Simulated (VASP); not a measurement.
Here is a VASP 6.6.1 calculation.

INCAR

```
ALGO = Normal
EDIFF = 1E-7
ENCUT = 520
GGA = PE
ISIF = 2
ISMEAR = -1
LASPH = T
LCHARG = T
LELF = T
LREAL = F
LVHAR = T
LWAVE = F
NBANDS = 13
NELM = 80
PREC = Accurate
SIGMA = 0.05
```

Contents of KPOINTS:

```
k-points
0
Gamma
  14 14 14
```

File POSCAR:

```
Pb
1.0
    0.0000000000      2.5202669214      2.5202669214
    2.5202669214      0.0000000000      2.5202669214
    2.5202669214      2.5202669214      0.0000000000
Pb
1
Direct
    0.0000000000      0.0000000000      0.0000000000
```

Potentials or basis: VASP PAW PBE potentials, release 64 (Pb_d).

The run is started by

```console
$ cat potpaw_PBE.64/Pb_d/POTCAR > POTCAR
$ mpirun -np 1 vasp_std > vasp.out
```

(1) Predict the band gap on the k mesh.

(2) Estimate the pressure.

## Answers

(1) zero (bands 7 and 8 overlap by 8.44 eV).

(2) 0.0 GPa.

Caveat: spin-orbit coupling is left out, which moves the levels of the heavy elements.
